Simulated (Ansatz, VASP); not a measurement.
## Two plane-wave programs on ZnS

INCAR

```
SYSTEM = ZnS
ALGO     = Normal         ! electronic algorithm
EDIFF    = 1E-6           ! SCF threshold, eV
ENCUT    = 500            ! plane-wave cutoff, eV
GGA      = PE             ! functional
GGA_COMPAT= .FALSE.      
ISIF     = 2              ! what is computed and relaxed
ISMEAR   = 0              ! smearing method
LASPH    = .TRUE.         ! aspherical terms in the spheres
LCHARG   = .TRUE.         ! write CHGCAR
LELF     = .TRUE.         ! ELF
LREAL    = .FALSE.        ! projectors in reciprocal space
LVHAR    = .TRUE.       
LWAVE    = .FALSE.        ! write WAVECAR
NBANDS   = 26             ! bands
NELM     = 120            ! most SCF steps
PREC     = Accurate       ! precision mode
SIGMA    = 0.02           ! smearing width, eV
```

File KPOINTS:

```
k-points
0
G
  12 12 6
  0 0 0
```

The input POSCAR:

```
ZnS
1.0
    3.8110000000      0.0000000000      0.0000000000
   -1.9055000000      3.3004228138      0.0000000000
    0.0000000000      0.0000000000      6.2340000000
Zn S
2 2
Direct
    0.3333333333      0.6666666667      0.0000000000
    0.6666666667      0.3333333333      0.5000000000
    0.3333333333      0.6666666667      0.3850000000
    0.6666666667      0.3333333333      0.8850000000
```

Input for Ansatz:

```yaml
crystal:
  lattice:
    - [3.811, 0.0, 0.0]
    - [-1.9055, 3.3004228138, 0.0]
    - [0.0, 0.0, 6.234]
  atoms:
    - { symbol: Zn, position: [0.3333333333, 0.6666666667, 0.0] }
    - { symbol: Zn, position: [0.6666666667, 0.3333333333, 0.5] }
    - { symbol: S, position: [0.3333333333, 0.6666666667, 0.385] }
    - { symbol: S, position: [0.6666666667, 0.3333333333, 0.885] }
basis:
  ecutwfc: 420
kpoints:
  mp_grid: { grid: [12, 12, 6] }
hamiltonian:
  xc: pbe
scf:
  occupations: { method: gaussian, width: 0.02 }
output:
  forces: true
  stress: true
  eigenvalues: true
  populations: true
```

Alike in both runs: task single point; functional PBE; k mesh 12 × 12 × 6; occupations gaussian, width 0.02 eV; no spin polarisation.

```csv
,VASP,Ansatz
version,VASP 6.6.1,Ansatz 0.2.0
potentials or method,"VASP PAW PBE potentials, release 64 (Zn, S), cutoff 500 eV","scalar-relativistic, plane waves, PAW"
valence electrons in the cell,36,36
```

VASP gave:

- gap on the k mesh at the Fermi level (eV): 2.25
- least direct gap on the mesh (eV): 2.25
- pressure (GPa): 2.5
- traceless stress, the component that is largest in VASP (GPa): -1.37
- rms of the force components (eV/Å): 0.186

Q: Which values does Ansatz return?

A: gap on the k mesh at the Fermi level (eV): 2.25; least direct gap on the mesh (eV): 2.25; pressure (GPa): 2.3; traceless stress, the component that is largest in VASP (GPa): -1.35; rms of the force components (eV/Å): 0.184.

Atom by atom the forces differ by 0.002 eV/Å (rms over components). With one functional, cell and mesh, what is left measures potentials, basis and numerics.
